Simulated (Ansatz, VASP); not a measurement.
**TiC3: VASP beside Ansatz**

The input INCAR:

```
SYSTEM = TiC3
  PREC = Accurate
  ENCUT = 600
  EDIFF = 1E-6
  ISMEAR = 0
  SIGMA = 0.1
  LREAL = .FALSE.
  LASPH = .TRUE.
  NELM = 200
  ALGO = Normal
  ISIF = 2
  LWAVE = .FALSE.
  LCHARG = .FALSE.
  ISPIN = 2
  MAGMOM = 1 0 0 0
  LORBIT = 11
  LMAXMIX = 4
  GGA = PE
  NBANDS = 24
  GGA_COMPAT = .FALSE.
```

The input KPOINTS:

```
regular mesh
0
G
  4 4 4
  0 0 0
```

POSCAR

```
TiC3
1.0
    4.0583111210      0.0000000000      0.0000000000
    0.0000000000      4.0583111210      0.0000000000
    0.0000000000      0.0000000000      4.0583111210
Ti C
1 3
Direct
    0.0000000000      0.0000000000      0.0000000000
    0.5000000000      0.0000000000      0.0000000000
    0.0000000000      0.5000000000      0.0000000000
    0.0000000000      0.0000000000      0.5000000000
```

Input for Ansatz:

```yaml
crystal:
  lattice:
    - [4.058311121, 0.0, 0.0]
    - [0.0, 4.058311121, 0.0]
    - [0.0, 0.0, 4.058311121]
  atoms:
    - { symbol: Ti, position: [0.0, 0.0, 0.0], spin: 1.0 }
    - { symbol: C, position: [0.5, 0.0, 0.0] }
    - { symbol: C, position: [0.0, 0.5, 0.0] }
    - { symbol: C, position: [0.0, 0.0, 0.5] }
basis:
  ecutwfc: 420
kpoints:
  mp_grid: { grid: [4, 4, 4] }
hamiltonian:
  xc: pbe
scf:
  occupations: { method: gaussian, width: 0.1 }
  lower_state_search: "off"
output:
  forces: true
  stress: true
  eigenvalues: true
  populations: true
magnetization:
  spin_polarized: true
```

Alike in both runs: task single point; functional PBE; k mesh 4 × 4 × 4; occupations gaussian, width 0.1 eV; collinear spin.

|  | VASP | Ansatz |
| --- | --- | --- |
| version | VASP 6.6.1 | Ansatz 0.2.0 |
| potentials or method | VASP PAW PBE potentials, release 64 (Ti_sv, C), cutoff 600 eV | scalar-relativistic, plane waves, PAW |
| valence electrons in the cell | 24 | 24 |

Ansatz gave:

```
gap on the k mesh at the Fermi level (eV) : none
pressure (GPa)                            : 0.5
net moment per atom (μB)                  : 0.00
```

Question: What did VASP give for the same quantities?

Answer: gap on the k mesh at the Fermi level (eV): none; pressure (GPa): 0.2; net moment per atom (μB): 0.00.

A gap of «none» marks a metal or a gap that the smearing closes. Ansatz's warnings: seeded moment not kept.

The k mesh is coarse, so the values compare programs but aren't converged.
